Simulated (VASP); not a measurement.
Input of a VASP 6.6.1 run:

INCAR

```
SYSTEM = InSb
PREC     = Accurate       ! precision mode
ENCUT    = 520            ! plane-wave cutoff, eV
EDIFF    = 1E-8           ! SCF threshold, eV
ISMEAR   = -1             ! smearing method
SIGMA    = 0.05           ! smearing width, eV
LREAL    = .FALSE.        ! projectors in reciprocal space
LASPH    = .TRUE.         ! aspherical terms in the spheres
NELM     = 60             ! most SCF steps
ALGO     = Normal         ! electronic algorithm
ISIF     = 2              ! what is computed and relaxed
LWAVE    = .FALSE.        ! write WAVECAR
LCHARG   = .FALSE.        ! write CHGCAR
GGA      = PE             ! functional
LEFG     = .TRUE.       
NBANDS   = 16             ! bands
```

KPOINTS

```
regular mesh
0
G
  9 9 9
  0 0 0
```

The input POSCAR:

```
InSb
1.0
    0.0000000000      3.2817246249      3.2817246249
    3.2817246249      0.0000000000      3.2817246249
    3.2817246249      3.2817246249      0.0000000000
In Sb
1 1
Direct
    0.0000000000      0.0000000000      0.0000000000
    0.7500000000      0.7500000000      0.7500000000
```

Potentials or basis: VASP PAW PBE potentials, release 64 (In_d, Sb).

The run is started by

```sh
$ cat potpaw_PBE.64/In_d/POTCAR potpaw_PBE.64/Sb/POTCAR > POTCAR
$ mpirun -np 1 vasp_std > vasp.out
```

Question: Estimate the pressure.

Answer: 1.3 GPa.

Question: What does it give for the band gap on the k mesh?

Answer: Zero (filled and empty bands touch).

Caveat: without QUAD_EFG the Cq values of the log hold for a quadrupole moment of 1 mb, not for the nuclei; spin-orbit coupling is left out, which moves the levels of the heavy elements.
